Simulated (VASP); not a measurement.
## Ti3Si: single point with PBEsol

Ti3Si:

```
Ti Si
1.0
     0.00000    3.14436    3.14436
     3.14436    0.00000    3.14436
     3.14436    3.14436    0.00000
Ti Si
3 1
Direct
  0.75000 0.75000 0.75000
  0.25000 0.25000 0.25000
  0.00000 0.00000 0.00000
  0.50000 0.50000 0.50000
```

```json
{
  "Program": "VASP 6.6.1",
  "Task": "single point",
  "Functional": "PBEsol",
  "Potentials or basis": "VASP PAW PBE potentials, release 64 (Ti_sv, Si)",
  "Cutoff": "520 eV",
  "k mesh": "6 × 6 × 6",
  "Occupations": "fermi-dirac, width 0.1 eV",
  "Spin": "no spin polarisation",
  "Dipole correction": "no",
  "Further INCAR settings": "ALGO = Normal; EDIFF = 1e-06; NBANDS = 28"
}
```

```yaml
Pressure: -4.9 GPa
Band_gap_on_the_k_mesh: zero (band 20 reaches 9.31 eV, above the bottom of band 21 at 8.97 eV)
```

Levels at points of the mesh, in eV from the Fermi level:
| k point | band 18 | band 19 | band 20 | band 21 | band 22 | band 23 |
| --- | --- | --- | --- | --- | --- | --- |
| (0.00, 0.00, 0.00) | -2.01 | -0.04 | -0.04 | -0.04 | 2.08 | 2.28 |
| (0.50, 0.00, 0.00) | -0.46 | -0.46 | -0.20 | -0.20 | 0.59 | 0.90 |
| (0.50, 0.50, 0.00) | -1.90 | -0.29 | -0.23 | -0.23 | 1.07 | 1.24 |

Run time: 26 s on 1 thread of AMD EPYC 9R45 96-Core Processor (Zen 5) (shared host), peak memory 0.17 GiB.

Caveat: the PAW data sets were made with another functional, which shifts forces and pressure a little.
